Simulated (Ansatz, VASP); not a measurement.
**Mn in VASP and in Ansatz**

File INCAR:

```
ALGO = Normal
EDIFF = 1E-7
ENCUT = 520
GGA = RP
ISIF = 2
ISMEAR = -1
LASPH = True
LCHARG = True
LELF = True
LREAL = False
LVHAR = True
LWAVE = False
NBANDS = 26
NELM = 60
PREC = Accurate
SIGMA = 0.1
```

KPOINTS

```
k-points
0
Gamma
  10 10 14
```

Contents of POSCAR:

```
Mn
1.0
    3.8260893916      0.0000000000      0.0000000000
   -1.9130446958      3.3134906103      0.0000000000
    0.0000000000      0.0000000000      2.3982834201
Mn
3
Direct
    1.0000000000      1.0000000000      0.0000000000
    0.3333333333      0.6666666667      0.5000000000
    0.6666666667      0.3333333333      0.5000000000
```

Input for Ansatz:

```yaml
crystal:
  lattice:
    - [3.8260893916, 0.0, 0.0]
    - [-1.9130446958, 3.3134906103, 0.0]
    - [0.0, 0.0, 2.3982834201]
  atoms:
    - { symbol: Mn, position: [1.0, 1.0, 0.0] }
    - { symbol: Mn, position: [0.3333333333, 0.6666666667, 0.5] }
    - { symbol: Mn, position: [0.6666666667, 0.3333333333, 0.5] }
hamiltonian:
  xc: rpbe
  pseudopotentials:
    kind: paw
    azcp:
      Mn: "pseudopotentials/Mn.paw.azcp"
basis:
  ecutwfc: 420
  fft_grid_basis: typed
kpoints:
  mp_grid: { grid: [10, 10, 14], shift: [0, 0, 0] }
magnetization:
  spin_polarized: false
scf:
  occupations: { method: fermi_dirac, width: 0.1 }
  lower_state_search: "off"
output:
  stress: true
```

Alike in both runs: task single point; functional RPBE; k mesh 10 × 10 × 14; occupations fermi-dirac, width 0.1 eV; no spin polarisation.

|  | VASP | Ansatz |
| --- | --- | --- |
| version | VASP 6.6.1 | Ansatz 0.2.0 |
| potentials or method | VASP PAW PBE potentials, release 64 (Mn_pv), cutoff 520 eV | plane waves (420 eV) with PAW, scalar-relativistic |
| valence electrons in the cell | 39 | 45 |

VASP gave:

* pressure (GPa): 25.9
* traceless stress, the component that is largest in VASP (GPa): -1.24

Q: What did Ansatz give for the same quantities?

A: Pressure (GPa): 25.7; traceless stress, the component that is largest in VASP (GPa): -1.07.

VASP's potentials were made for PBE, not for RPBE. With one functional, cell and mesh, what is left measures potentials, basis and numerics. VASP's potentials hold 39 valence electrons a cell and Ansatz's 45, so a difference there can come from the potentials and not from the codes.
